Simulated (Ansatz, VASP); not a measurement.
WS2 in VASP and in Ansatz

INCAR

```
SYSTEM = WS2
PREC = Accurate
ENCUT = 520
EDIFF = 1E-7
ISMEAR = 0
SIGMA = 0.02
LREAL = .False.
LASPH = .True.
NELM = 80
ALGO = Normal
ISIF = 2
LWAVE = .False.
LCHARG = .False.
GGA = PS
NBANDS = 35
```

File KPOINTS:

```
Automatic mesh
0
Gamma
  12 12 2
  0 0 0
```

Contents of POSCAR:

```
WS2
1.0
    3.1460836903      0.0000000000      0.0000000000
   -1.5730418452      2.7245883983      0.0000000000
    0.0000000000      0.0000000000     12.9586982373
W S
2 4
Direct
    0.3333333333      0.6666666667      0.2500000000
    0.6666666667      0.3333333333      0.7500000000
    0.3333333333      0.6666666667      0.6290137468
    0.6666666667      0.3333333333      0.1290137468
    0.3333333333      0.6666666667      0.8709862532
    0.6666666667      0.3333333333      0.3709862532
```

Input for Ansatz:

```yaml
crystal:
  lattice:
    - [3.1460836903, 0.0, 0.0]
    - [-1.5730418452, 2.7245883983, 0.0]
    - [0.0, 0.0, 12.9586982373]
  atoms:
    - { symbol: W, position: [0.3333333333, 0.6666666667, 0.25] }
    - { symbol: W, position: [0.6666666667, 0.3333333333, 0.75] }
    - { symbol: S, position: [0.3333333333, 0.6666666667, 0.6290137468] }
    - { symbol: S, position: [0.6666666667, 0.3333333333, 0.1290137468] }
    - { symbol: S, position: [0.3333333333, 0.6666666667, 0.8709862532] }
    - { symbol: S, position: [0.6666666667, 0.3333333333, 0.3709862532] }
basis:
  ecutwfc: 420
kpoints:
  mp_grid: { grid: [12, 12, 2] }
  band_path: { path: [VBM, CBM], npoints: 2 }
hamiltonian:
  xc: pbesol
scf:
  occupations: { method: gaussian, width: 0.02 }
output:
  forces: true
  stress: true
  eigenvalues: true
checkpoint:
  read: start.run
  write: ck
  compress: false
  write_wavefunctions: false
  write_every: 100000
```

Alike in both runs: task single point; functional PBEsol; k mesh 12 × 12 × 2; occupations gaussian, width 0.02 eV; no spin polarisation.

|  | VASP | Ansatz |
| --- | --- | --- |
| version | VASP 6.6.1 | Ansatz 0.2.0 |
| potentials or method | VASP PAW PBE potentials, release 64 (W_sv, S), cutoff 520 eV | scalar-relativistic, plane waves, PAW |
| valence electrons in the cell | 52 | 52 |

|  | VASP | Ansatz | Ansatz less VASP |
| --- | --- | --- | --- |
| gap on the k mesh at the Fermi level (eV) | 1.22 | 1.21 | -0.014 |
| least direct gap on the mesh (eV) | 1.88 | 1.88 | -0.004 |
| pressure (GPa) | 0.0 | -0.1 | -0.11 |
| traceless stress, the component that is largest in VASP (GPa) | -0.12 | -0.14 | -0.018 |
| rms of the force components (eV/Å) | 0.012 | 0.002 | -0.0102 |

VASP's potentials were made for PBE, not for PBEsol. Atom by atom the forces differ by 0.010 eV/Å (rms over components). The functional is the same, so the differences come from potentials, cutoffs and numerics.

Spin-orbit coupling is off throughout.
